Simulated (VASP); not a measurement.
# MgO: relaxation of cell and atoms with PBE

MgO:

```
Mg O
1.0
     1.57413   -1.78107    0.00000
     1.57413    1.78107    0.00000
     0.00000    0.00000    4.32391
Mg O
1 1
Direct
  0.50000 0.50000 0.00000
  0.00000 0.00000 0.00000
```

```
Program                : VASP 6.6.1
Task                   : relaxation of cell and atoms
Functional             : PBE
Potentials or basis    : VASP PAW PBE potentials, release 64 (Mg, O)
Cutoff                 : 600 eV
k mesh                 : 8 × 8 × 4
Occupations            : gaussian, width 0.1 eV
Spin                   : no spin polarisation
Dipole correction      : no
Further INCAR settings : ALGO = Normal; EDIFF = 1e-06; IBRION = 2; EDIFFG = -0.04; NSW = 90; ISIF = 3
```

The relaxed volume is 17.18 Å³/atom, the relaxed cell is a = 2.817 Å, b = 2.817 Å, c = 4.331 Å, α = 90.00°, β = 90.00°, γ = 90.47° and the space group after relaxing (to 0.05 Å) is P4/mmm (No. 123). The energy gained by relaxing is 2118.8 meV/atom and the ionic steps are 10. The pressure after relaxing is 0.1 GPa and the band gap on the k mesh is 2.06 eV, indirect (least direct gap 2.34 eV).

Stress tensor (GPa, compression positive):
```
 0.06  0.00  0.00
 0.00 -0.01  0.00
 0.00  0.00  0.22
```

Step by step:
```
step  energy change (eV)  largest force (eV/Å)  pressure (GPa)  volume (Å³)
   1              0.0000                0.0000          116.77        24.25
   2              2.3003                0.0000          -33.60        63.44
   3             -3.9808                0.0000          -11.42        38.18
   4             -4.1574                0.0000           -6.63        36.29
   5             -4.2336                0.0000            1.31        33.98
   6             -4.2344                0.0000            0.42        34.20
   7             -4.2373                0.0000           -0.30        34.43
   8             -4.2373                0.0000           -0.34        34.44
   9             -4.2375                0.0000            0.36        34.32
  10             -4.2376                0.0000            0.09        34.36
```

Final structure:
```
Mg O
1.0
     1.98361   -1.99992    0.00000
     1.98361    1.99992    0.00000
     0.00000    0.00000    4.33054
Mg O
1 1
Cartesian
  1.9836 0.0000 0.0000
  0.0000 0.0000 0.0000
```

Levels at points of the mesh, in eV from the valence-band top:
```tsv
k point	band 1	band 2	band 3	band 4	band 5	band 6	band 7	band 8
(0.00, 0.00, 0.00)	-16.39	-1.61	-0.30	-0.28	2.06	10.09	11.23	12.19
(0.50, 0.00, 0.00)	-15.65	-3.88	-0.74	-0.29	6.80	7.32	9.05	14.17
(0.50, 0.50, 0.00)	-15.25	-2.86	-2.83	0.00	7.90	11.83	11.97	13.07
(0.00, 0.00, 0.50)	-16.37	-2.42	-0.30	-0.27	5.16	5.71	12.45	17.38
(0.50, 0.00, 0.50)	-15.64	-3.78	-1.08	-0.28	5.43	9.51	10.57	10.63
(0.50, 0.50, 0.50)	-15.24	-2.82	-2.78	-0.16	9.73	9.84	9.90	14.73
```

Wall time 50 s on 1 thread of AMD EPYC 9R45 96-Core Processor (Zen 5) (shared host), peak memory 0.12 GiB.

Caveat: the volume moved by over 15 % at a fixed basis, so the end points are rough. As with any semilocal functional, this PBE gap is likely too small.
